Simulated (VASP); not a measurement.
# GaSb (Immm) in VASP: further runs

Runs on GaSb. Level: LDA. Tasks: single point.

All numbers are computed with VASP 6.6.1; they aren't measurements. Logs are shortened: lines on timing, memory, paths and dates and some standing lists are left out, and cuts for length are marked.

### Step 1. The cell of the first run

It takes space group Immm (No. 71, orthorhombic). Conventional cell: a = 3.146 Å, b = 5.276 Å, c = 5.905 Å, α = 90.00°, β = 90.00°, γ = 90.00°. Within 3.9 Å of Ga (site symmetry mmm) lie 6 Sb at 2.95 to 3.07 Å and 2 Ga at 3.15 Å. Sb (site symmetry mmm) has 6 Ga at 2.95 to 3.07 Å and 2 Sb at 3.15 Å within 3.9 Å.

### Step 2. Single point, LDA (24.51 Å³/atom)

Contents of INCAR:

```
PREC = Accurate
ENCUT = 520
EDIFF = 1E-6
ISMEAR = 0
SIGMA = 0.15
LREAL = False
LASPH = True
NELM = 60
ALGO = Normal
ISIF = 2
LWAVE = False
LCHARG = False
NBANDS = 16
```

Contents of KPOINTS:

```
Automatic mesh
0
Gamma
  18 18 18
```

Contents of POSCAR:

```
GaSb
1.0
   -1.5730480865      2.6381647720      2.9525585459
    1.5730480865     -2.6381647720      2.9525585459
    1.5730480865      2.6381647720     -2.9525585459
Ga Sb
1 1
Direct
    0.0000000000      0.0000000000      0.0000000000
    0.5000000000      0.5000000000      0.0000000000
```

Potentials or basis: VASP PAW LDA potentials, release 64 (Ga_d, Sb).

Command:

```
$ cat potpaw_LDA.64/Ga_d/POTCAR potpaw_LDA.64/Sb/POTCAR > POTCAR
$ mpirun -np 1 vasp_std > vasp.out
```

OUTCAR:

```text
PREC = Accurate
   ENCUT = 520
   EDIFF = 1E-6
   ISMEAR = 0
   LREAL = False
   LASPH = True
   NELM = 60
   ISIF = 2

 ion  position               nearest neighbor table
   1  0.000  0.000  0.000-   2 2.95   2 2.95   2 3.07   2 3.07   2 3.07   2 3.07
   2  0.500  0.500  0.000-   1 2.95   1 2.95   1 3.07   1 3.07   1 3.07   1 3.07

  LATTYP: Found a body centered orthorhombic cell.
 ALAT       =     3.1460961730
 B/A-ratio  =     1.6771037037
 C/A-ratio  =     1.8769664902

  Lattice vectors:

 A1 = (  -1.5730480865,   2.6381647720,   2.9525585459)
 A2 = (   1.5730480865,  -2.6381647720,   2.9525585459)
 A3 = (   1.5730480865,   2.6381647720,  -2.9525585459)

Analysis of symmetry for initial positions (statically):
=====================================================================
 Subroutine PRICEL returns:
 Original cell was already a primitive cell.

 Routine SETGRP: Setting up the symmetry group for a
 body centered orthorhombic supercell.

 Subroutine GETGRP returns: Found  8 space group operations
 (whereof  8 operations were pure point group operations)
 out of a pool of  8 trial point group operations.

The static configuration has the point symmetry D_2h.

Analysis of symmetry for dynamics (positions and initial velocities):
=====================================================================
 Subroutine PRICEL returns:
 Original cell was already a primitive cell.

 Routine SETGRP: Setting up the symmetry group for a
 body centered orthorhombic supercell.

 Subroutine GETGRP returns: Found  8 space group operations
 (whereof  8 operations were pure point group operations)
 out of a pool of  8 trial point group operations.

The dynamic configuration has the point symmetry D_2h.

 Subroutine INISYM returns: Found  8 space group operations
 (whereof  8 operations are pure point group operations),
 and found     1 'primitive' translations

----------------------------------------------------------------------------------------

                                     Primitive cell

  volume of cell :      49.0120

  direct lattice vectors                    reciprocal lattice vectors
    -1.573048087  2.638164772  2.952558546     0.000000000  0.189525690  0.169344652
     1.573048087 -2.638164772  2.952558546     0.317854237  0.000000000  0.169344652
     1.573048087  2.638164772 -2.952558546     0.317854237  0.189525690  0.000000000

  length of vectors
     4.260515886  4.260515886  4.260515886     0.254160576  0.360151256  0.370069323

  position of ions in fractional coordinates (direct lattice)
     0.000000000  0.000000000  0.000000000
     0.500000000  0.500000000  0.000000000

  ion indices of the primitive-cell ions
   primitive index   ion index
                 1           1
                 2           2

----------------------------------------------------------------------------------------

 KPOINTS: Automatic mesh

Automatic generation of k-mesh.
 Grid dimensions read from file:
 generate k-points for:   18   18   18

 Generating k-lattice:

  Cartesian coordinates                     Fractional coordinates (reciprocal lattice)
     0.000000000  0.010529205  0.009408036     0.055555556 -0.000000000  0.000000000
     0.017658569  0.000000000  0.009408036     0.000000000  0.055555556  0.000000000
     0.017658569  0.010529205  0.000000000     0.000000000 -0.000000000  0.055555556

  Length of vectors
     0.014120032  0.020008403  0.020559407

  Shift w.r.t. Gamma in fractional coordinates (k-lattice)
     0.000000000  0.000000000  0.000000000

 Subroutine IBZKPT returns following result:
 ===========================================

 Found    865 irreducible k-points:

 Following reciprocal coordinates:
            Coordinates               Weight
  0.000000  0.000000  0.000000      1.000000
  0.055556  0.000000 -0.000000      4.000000
  0.111111  0.000000 -0.000000      4.000000
  0.166667  0.000000  0.000000      4.000000
  0.222222 -0.000000  0.000000      4.000000
  0.277778 -0.000000  0.000000      4.000000
[... 16 lines left out ...]
[... 42 lines left out ...]
  free energy    TOTEN  =        -8.28489662 eV

  energy without entropy =       -8.27523044  energy(sigma->0) =       -8.28006353

 E-fermi :   6.1723     XC(G=0): -10.3901

 val. band max:        6.1694354236   @ k =  -0.3889   0.2222   0.0000
 cond. band min:       6.1740041834   @ k =  -0.1667   0.2222   0.1667
 fundamental gap:      0.0045687598
 Fermi energy:         6.1722583561

 k-point     1 :       0.0000    0.0000    0.0000
  band No.  band energies     occupation
      1      -8.7915      2.00000
      2      -8.7039      2.00000
      3      -8.7008      2.00000
      4      -8.6918      2.00000
      5      -8.6589      2.00000
      6      -5.6536      2.00000
[... 8 lines left out ...]
     15      14.8774      0.00000
     16      16.0427      0.00000

 k-point     2 :       0.0556    0.0000   -0.0000
  band No.  band energies     occupation
      1      -8.7913      2.00000
      2      -8.7044      2.00000
      3      -8.7005      2.00000
      4      -8.6918      2.00000
      5      -8.6588      2.00000
      6      -5.6278      2.00000
[... 8 lines left out ...]
     15      15.1412      0.00000
     16      15.9890      0.00000

 k-point     3 :       0.1111    0.0000   -0.0000
  band No.  band energies     occupation
      1      -8.7910      2.00000
      2      -8.7058      2.00000
      3      -8.6996      2.00000
      4      -8.6918      2.00000
      5      -8.6586      2.00000
      6      -5.5507      2.00000
[... 8 lines left out ...]
     15      15.5272      0.00000
     16      16.0772      0.00000

 k-point     4 :       0.1667    0.0000    0.0000
  band No.  band energies     occupation
      1      -8.7904      2.00000
      2      -8.7081      2.00000
      3      -8.6981      2.00000
      4      -8.6918      2.00000
      5      -8.6583      2.00000
      6      -5.4241      2.00000
[... 8 lines left out ...]
     15      15.4451      0.00000
     16      16.7306      0.00000
[... 324 lines left out ...]
 k-point    22 :      -0.3889    0.0556    0.0000
  band No.  band energies     occupation
      1      -8.7841      2.00000
      2      -8.7173      2.00000
      3      -8.6947      2.00000
      4      -8.6914      2.00000
      5      -8.6587      2.00000
      6      -4.6091      2.00000
[... 8 lines left out ...]
     15      15.5376      0.00000
     16      16.6352      0.00000

 k-point    23 :      -0.3333    0.0556    0.0000
  band No.  band energies     occupation
      1      -8.7846      2.00000
      2      -8.7147      2.00000
      3      -8.6948      2.00000
      4      -8.6928      2.00000
      5      -8.6590      2.00000
      6      -4.8536      2.00000
[... 8 lines left out ...]
     15      15.6045      0.00000
     16      16.7323      0.00000

 k-point    24 :      -0.2778    0.0556   -0.0000
  band No.  band energies     occupation
      1      -8.7852      2.00000
      2      -8.7118      2.00000
      3      -8.6956      2.00000
      4      -8.6938      2.00000
      5      -8.6594      2.00000
      6      -5.0832      2.00000
[... 8 lines left out ...]
     15      15.7278      0.00000
     16      16.8303      0.00000

 [... further k-points ...]
[... 5 lines left out ...]
  --------------------------------------------------------------------------------------
  -------------------------------------------------------------------------------------
  Total       -1.1395850     -1.4534874     -2.1292795      0.0000000      0.0000000      0.0000000
  in kB      -37.2524545    -47.5137627    -69.6050626      0.0000000      0.0000000      0.0000000
  external PRESSURE =     -51.4570932 kB  Pullay stress =       0.0000000 kB

 VOLUME and BASIS-vectors are now :
 -----------------------------------------------------------------------------
  energy-cutoff  :      520.00
  volume of cell :       49.01
      direct lattice vectors                 reciprocal lattice vectors
    -1.573048087  2.638164772  2.952558546     0.000000000  0.189525690  0.169344652
     1.573048087 -2.638164772  2.952558546     0.317854237  0.000000000  0.169344652
     1.573048087  2.638164772 -2.952558546     0.317854237  0.189525690  0.000000000

 POSITION                                       TOTAL-FORCE (eV/Angst)
 -----------------------------------------------------------------------------------
      0.00000      0.00000      0.00000        -0.000000      0.000000      0.000000
      0.00000      0.00000      2.95256         0.000000     -0.000000     -0.000000
 -----------------------------------------------------------------------------------
    total drift:                               -0.000000      0.000000      0.000000

  FREE ENERGIE OF THE ION-ELECTRON SYSTEM (eV)
  ---------------------------------------------------
  free  energy   TOTEN  =        -8.2848966200 eV

  energy  without entropy=       -8.2752304415  energy(sigma->0) =       -8.28006353
```

It took 4.4 min on 1 thread of AMD EPYC 9R14 (Zen 4), shared host; peak memory 0.71 GiB.

What came out:

| Quantity | Value |
| --- | --- |
| Free energy | -8.2849 eV |
| Pressure | -5.1 GPa |
| Band gap on the k mesh | zero (bands 9 and 10 overlap by 4.85 eV) |

Stress tensor (GPa, compression positive):
```
-3.73  0.00  0.00
 0.00 -4.75  0.00
 0.00  0.00 -6.96
```

Levels at points of the mesh, in eV from the Fermi level:
| k point | band 5 | band 6 | band 7 | band 8 | band 9 | band 10 | band 11 | band 12 | band 13 | band 14 |
| --- | --- | --- | --- | --- | --- | --- | --- | --- | --- | --- |
| (0.00, 0.00, 0.00) | -14.83 | -11.83 | -3.24 | -2.19 | -1.41 | 3.54 | 4.97 | 5.56 | 7.79 | 7.88 |
| (0.50, 0.00, 0.00) | -14.83 | -10.46 | -7.92 | -0.27 | 1.34 | 2.20 | 2.85 | 4.53 | 6.73 | 8.57 |
| (0.00, 0.50, 0.00) | -14.82 | -8.10 | -6.01 | -1.80 | -0.29 | -0.24 | 1.15 | 2.49 | 3.41 | 8.72 |
| (0.50, 0.50, 0.00) | -14.82 | -8.02 | -4.90 | -3.27 | -2.17 | -1.60 | 3.36 | 4.15 | 6.52 | 7.67 |
| (0.50, 0.50, 0.50) | -14.83 | -9.54 | -5.79 | -4.94 | -4.60 | 3.04 | 6.92 | 9.10 | 9.89 | 10.23 |

Caveat: the cell stands under tension; spin-orbit coupling is left out, which moves the levels of the heavy elements.

### Step 3. Single point, LDA (24.51 Å³/atom)

Contents of INCAR:

```
SYSTEM = GaSb
ALGO = Normal ; EDIFF = 1E-6
ENCUT = 520 ; ISIF = 2
ISMEAR = 0 ; LASPH = .TRUE.
LCHARG = .FALSE. ; LREAL = .FALSE.
LWAVE = .FALSE. ; NBANDS = 16
NELM = 60 ; PREC = Accurate
SIGMA = 0.15
```

Contents of KPOINTS:

```
k-points
0
G
  18 18 18
  0 0 0
```

Contents of POSCAR:

```
GaSb
1.0
   -1.6891853340      2.5458585202      2.8492520294
    1.6891853340     -2.5458585202      2.8492520294
    1.6891853340      2.5458585202     -2.8492520294
Ga Sb
1 1
Direct
    0.0000000000      0.0000000000      0.0000000000
    0.5000000000      0.5000000000      0.0000000000
```

Potentials or basis: VASP PAW LDA potentials, release 64 (Ga_d, Sb).

Command:

```
$ cat potpaw_LDA.64/Ga_d/POTCAR potpaw_LDA.64/Sb/POTCAR > POTCAR
$ mpirun -np 1 vasp_std > vasp.out
```

Run time: 4.9 min. Hardware: 1 thread of AMD EPYC 9R14 (Zen 4), shared host; peak memory 0.71 GiB.

It converged, with:

```yaml
Free_energy: -8.2894 eV
Pressure: -5.1 GPa
Band_gap_on_the_k_mesh: zero (bands 9 and 10 overlap by 5.30 eV)
```

Stress tensor (GPa, compression positive):
```
-6.22  0.00  0.00
 0.00 -5.43  0.00
 0.00  0.00 -3.61
```

Levels at points of the mesh, in eV from the Fermi level:
```tsv
k point	band 5	band 6	band 7	band 8	band 9	band 10	band 11	band 12	band 13	band 14
(0.00, 0.00, 0.00)	-14.88	-11.78	-2.30	-1.58	-1.21	3.60	3.96	6.48	6.70	7.16
(0.50, 0.00, 0.00)	-14.88	-10.17	-7.82	0.31	1.92	2.89	3.03	3.36	5.13	7.55
(0.00, 0.50, 0.00)	-14.88	-8.58	-6.39	-1.40	-0.42	0.03	1.02	2.66	3.43	9.47
(0.50, 0.50, 0.00)	-14.88	-8.53	-4.89	-3.44	-2.11	-1.93	3.29	4.57	7.38	8.05
(0.50, 0.50, 0.50)	-14.87	-9.02	-5.46	-4.95	-4.36	1.26	5.32	8.91	10.03	10.59
```

Caveat: the cell stands under tension; spin-orbit coupling is left out, which moves the levels of the heavy elements.

### Step 4. Single point, LDA (23.32 Å³/atom)

This run uses another cell than the first one, of 23.32 Å³/atom.

Contents of INCAR:

```
SYSTEM = GaSb
PREC = Accurate
ENCUT = 520
EDIFF = 1E-6
ISMEAR = 0
SIGMA = 0.15
LREAL = .False.
LASPH = .True.
NELM = 100
ALGO = Normal
ISIF = 2
LWAVE = .False.
LCHARG = .False.
NBANDS = 16
```

Contents of KPOINTS:

```
regular mesh
0
Gamma
  18 18 18
  0 0 0
```

Contents of POSCAR:

```
GaSb
1.0
   -1.6322800317      2.5266797163      2.8277876606
    1.6322800317     -2.5266797163      2.8277876606
    1.6322800317      2.5266797163     -2.8277876606
Ga Sb
1 1
Direct
    0.0000000000      0.0000000000      0.0000000000
    0.5000000000      0.5000000000      0.0000000000
```

Command:

```
$ cat potpaw_LDA.64/Ga_d/POTCAR potpaw_LDA.64/Sb/POTCAR > POTCAR
$ mpirun -np 1 vasp_std > vasp.out
```

It took 2.4 min on 1 thread of Intel Xeon 6975P-C (Granite Rapids), shared host; peak memory 0.71 GiB.

It converged, with:

```yaml
Free_energy: -8.3558 eV
Pressure: -2.9 GPa
Band_gap_on_the_k_mesh: zero (bands 9 and 10 overlap by 5.65 eV)
```

Stress tensor (GPa, compression positive):
```
-3.58  0.00  0.00
 0.00 -3.08  0.00
 0.00  0.00 -2.04
```

Levels at points of the mesh, in eV from the Fermi level:
| k point | band 5 | band 6 | band 7 | band 8 | band 9 | band 10 | band 11 | band 12 | band 13 | band 14 |
| --- | --- | --- | --- | --- | --- | --- | --- | --- | --- | --- |
| (0.00, 0.00, 0.00) | -14.93 | -12.16 | -2.34 | -1.87 | -1.35 | 3.77 | 4.14 | 6.61 | 7.03 | 7.66 |
| (0.50, 0.00, 0.00) | -14.92 | -10.49 | -8.15 | 0.17 | 1.75 | 2.95 | 3.41 | 3.56 | 5.63 | 7.84 |
| (0.00, 0.50, 0.00) | -14.92 | -8.58 | -6.53 | -1.56 | -0.44 | -0.12 | 0.94 | 2.80 | 3.51 | 9.46 |
| (0.50, 0.50, 0.00) | -14.92 | -8.50 | -5.20 | -3.34 | -2.16 | -2.13 | 3.19 | 4.59 | 7.46 | 8.08 |
| (0.50, 0.50, 0.50) | -14.92 | -9.27 | -5.65 | -5.26 | -4.71 | 1.72 | 5.74 | 9.60 | 10.66 | 10.72 |

Caveat: spin-orbit coupling is left out, which moves the levels of the heavy elements.

### Step 5. Single point, LDA (23.33 Å³/atom)

This run uses another cell than the first one, of 23.33 Å³/atom.

Contents of INCAR:

```
PREC = Accurate
ENCUT = 520
EDIFF = 1E-6
ISMEAR = 0
SIGMA = 0.15
LREAL = F
LASPH = T
NELM = 60
ALGO = Normal
ISIF = 2
LWAVE = F
LCHARG = F
GGA = CA
NBANDS = 16
```

Contents of KPOINTS:

```
Automatic mesh
0
Gamma
  18 18 18
```

Contents of POSCAR:

```
GaSb
1.0
   -1.6915004801      2.4820553675      2.7778453659
    1.6915004801     -2.4820553675      2.7778453659
    1.6915004801      2.4820553675     -2.7778453659
Ga Sb
1 1
Direct
    0.0000000000      0.0000000000      0.0000000000
    0.5000000000      0.5000000000      0.0000000000
```

Command:

```
$ cat potpaw_LDA.64/Ga_d/POTCAR potpaw_LDA.64/Sb/POTCAR > POTCAR
$ mpirun -np 1 vasp_std > vasp.out
```

Run time: 3.1 min. Hardware: 1 thread of Intel Xeon 6975P-C (Granite Rapids), shared host; peak memory 0.71 GiB.

The run converged. Its results:

```yaml
Free_energy: -8.3340 eV
Pressure: -2.6 GPa
Band_gap_on_the_k_mesh: zero (bands 9 and 10 overlap by 5.57 eV)
```

Stress tensor (GPa, compression positive):
```
-4.61  0.00  0.00
 0.00 -3.54  0.00
 0.00  0.00  0.41
```

Levels at points of the mesh, in eV from the Fermi level:
| k point | band 5 | band 6 | band 7 | band 8 | band 9 | band 10 | band 11 | band 12 | band 13 | band 14 |
| --- | --- | --- | --- | --- | --- | --- | --- | --- | --- | --- |
| (0.00, 0.00, 0.00) | -14.94 | -12.13 | -1.84 | -1.51 | -1.25 | 3.52 | 4.02 | 6.40 | 7.18 | 7.24 |
| (0.50, 0.00, 0.00) | -14.93 | -10.34 | -8.09 | 0.48 | 2.08 | 2.87 | 3.26 | 3.60 | 4.89 | 7.49 |
| (0.00, 0.50, 0.00) | -14.93 | -8.80 | -6.71 | -1.33 | -0.49 | 0.07 | 0.92 | 2.95 | 3.58 | 9.89 |
| (0.50, 0.50, 0.00) | -14.93 | -8.74 | -5.20 | -3.37 | -2.36 | -1.99 | 3.19 | 4.84 | 7.97 | 8.32 |
| (0.50, 0.50, 0.50) | -14.92 | -8.99 | -5.48 | -5.24 | -4.56 | 0.88 | 5.00 | 9.20 | 10.40 | 11.53 |

Caveat: the stress differs along the axes, from -5 to 0 GPa; spin-orbit coupling is left out, which moves the levels of the heavy elements.

### Step 6. Single point, LDA (23.33 Å³/atom)

This run uses another cell than the first one, of 23.33 Å³/atom.

Contents of INCAR:

```
ALGO     = Normal         # electronic algorithm
EDIFF    = 1E-7           # SCF threshold, eV
ENCUT    = 520            # plane-wave cutoff, eV
ISIF     = 2              # what is computed and relaxed
ISMEAR   = 0              # smearing method
LASPH    = T              # aspherical terms in the spheres
LCHARG   = F              # write CHGCAR
LREAL    = F              # projectors in reciprocal space
LWAVE    = F              # write WAVECAR
NBANDS   = 16             # bands
NELM     = 60             # most SCF steps
PREC     = Accurate       # precision mode
SIGMA    = 0.15           # smearing width, eV
```

Contents of KPOINTS:

```
k-points
0
Gamma
  18 18 18
```

Contents of POSCAR:

```
GaSb
1.0
   -1.5750942948      2.5721378994      2.8786631588
    1.5750942948     -2.5721378994      2.8786631588
    1.5750942948      2.5721378994     -2.8786631588
Ga Sb
1 1
Direct
    0.0000000000      0.0000000000      0.0000000000
    0.5000000000      0.5000000000      0.0000000000
```

Potentials or basis: VASP PAW LDA potentials, release 64 (Ga_d, Sb).

Command:

```
$ cat potpaw_LDA.64/Ga_d/POTCAR potpaw_LDA.64/Sb/POTCAR > POTCAR
$ mpirun -np 1 vasp_std > vasp.out
```

Wall time 2.8 min (1 thread of Intel Xeon 6975P-C (Granite Rapids), shared host); peak memory 0.71 GiB.

It converged, with:

* Free energy: -8.3539 eV
* Pressure: -2.9 GPa
* Band gap on the k mesh: zero (bands 9 and 10 overlap by 5.39 eV)

Stress tensor (GPa, compression positive):
```
-1.88  0.00  0.00
 0.00 -2.59  0.00
 0.00  0.00 -4.11
```

Levels at points of the mesh, in eV from the Fermi level:
| k point | band 6 | band 7 | band 8 | band 9 | band 10 | band 11 | band 12 | band 13 |
| --- | --- | --- | --- | --- | --- | --- | --- | --- |
| (0.00, 0.00, 0.00) | -12.18 | -2.84 | -2.19 | -1.45 | 3.56 | 4.87 | 6.02 | 7.77 |
| (0.50, 0.00, 0.00) | -10.63 | -8.20 | -0.13 | 1.45 | 2.58 | 3.12 | 4.36 | 6.48 |
| (0.00, 0.50, 0.00) | -8.32 | -6.33 | -1.75 | -0.34 | -0.27 | 1.02 | 2.72 | 3.50 |
| (0.50, 0.50, 0.00) | -8.22 | -5.19 | -3.24 | -2.28 | -1.86 | 3.23 | 4.37 | 7.01 |
| (0.50, 0.50, 0.50) | -9.54 | -5.82 | -5.25 | -4.83 | 2.66 | 6.59 | 9.94 | 10.13 |

Caveat: spin-orbit coupling is left out, which moves the levels of the heavy elements.

### Step 7. The runs side by side

| cell | gap on the mesh (eV) | pressure (GPa) |
| --- | --- | --- |
| a = 4.261 Å, angles 136.7, 103.5, 92.3°, 2 atoms | none | -5.1 |
| a = 4.178 Å, angles 132.3, 104.9, 94.0°, 2 atoms | none | -5.1 |
| a = 4.129 Å, angles 133.4, 104.5, 93.5°, 2 atoms | none | -2.9 |
| a = 4.091 Å, angles 131.2, 105.3, 94.5°, 2 atoms | none | -2.6 |
| a = 4.169 Å, angles 135.6, 103.8, 92.7°, 2 atoms | none | -2.9 |

Alike in all rows: task single point; level LDA; potentials or basis VASP PAW LDA potentials, release 64 (Ga_d, Sb); no spin polarisation; k mesh 18 × 18 × 18; cutoff (eV) 520; smearing gaussian 0.15 eV.

Caveats: spin-orbit coupling is left out, which moves the levels of the heavy elements; the cell stands under tension (at least some runs); the stress differs along the axes, from -5 to 0 GPa (at least some runs).

Total energies depend on the potentials used, so only differences within one code and one set of settings carry meaning.
